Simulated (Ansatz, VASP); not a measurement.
# Two plane-wave programs on SbMo

```xyz
2
Lattice="3.2628 0.0000 0.0000 0.0000 3.2628 0.0000 0.0000 0.0000 3.2628" Properties=species:S:1:pos:R:3 pbc="T T T"
Mo    0.0000    0.0000    0.0000
Sb    1.6314    1.6314    1.6314
```

Alike in both runs: functional LDA; k mesh 13 × 13 × 13; occupations fermi-dirac, width 0.08 eV; no spin polarisation.

Ansatz relaxed the structure, and its values are those at the end. VASP's run is a single point on that final structure, the one shown.

```csv
,VASP,Ansatz
version,VASP 6.6.1,Ansatz 0.2.0
potentials or method,"VASP PAW LDA potentials, release 64 (Mo_sv, Sb)","PAW with Ansatz's default frozen-core files, scalar-relativistic"
plane-wave cutoff (eV),520,420
valence electrons in the cell,19,29
```

|  | VASP | Ansatz | Ansatz less VASP |
| --- | --- | --- | --- |
| pressure (GPa) | 0.6 | 0.0 | -0.65 |

LDA's correlation is that of Perdew and Zunger in VASP and of Perdew and Wang (1992) in Ansatz. VASP's potentials hold 19 valence electrons a cell and Ansatz's 29, so a difference there can come from the potentials and not from the codes.

Neither program's run includes spin-orbit coupling.
